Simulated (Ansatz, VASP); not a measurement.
One calculation of PtC3, two programs

```
Pt C
1.0
     3.39011    0.00000    0.00000
     0.00000    3.39011    0.00000
     0.00000    0.00000    3.39011
Pt C
1 3
Direct
  0.00000 0.00000 0.00000
  0.00000 0.50000 0.50000
  0.50000 0.00000 0.50000
  0.50000 0.50000 0.00000
```

Alike in both runs: functional PBE; k mesh 6 × 6 × 6; occupations gaussian, width 0.1 eV; no spin polarisation.

Ansatz relaxed the structure, and its values are those at the end. VASP's run is a single point on that final structure, the one shown.

|  | VASP | Ansatz |
| --- | --- | --- |
| version | VASP 6.6.1 | Ansatz 0.2.0 |
| potentials or method | VASP PAW PBE potentials, release 64 (Pt, C), cutoff 520 eV | scalar-relativistic, plane waves, PAW |
| valence electrons in the cell | 22 | 30 |

|  | VASP | Ansatz | Ansatz less VASP |
| --- | --- | --- | --- |
| gap on the k mesh at the Fermi level (eV) | none | none | - |
| pressure (GPa) | -0.1 | 0.0 | +0.12 |

A gap of «none» marks a metal or a gap that the smearing closes. The functional is the same, so the differences come from potentials, cutoffs and numerics. VASP's potentials hold 22 valence electrons a cell and Ansatz's 30, so a difference there can come from the potentials and not from the codes.

Spin-orbit coupling is off throughout.
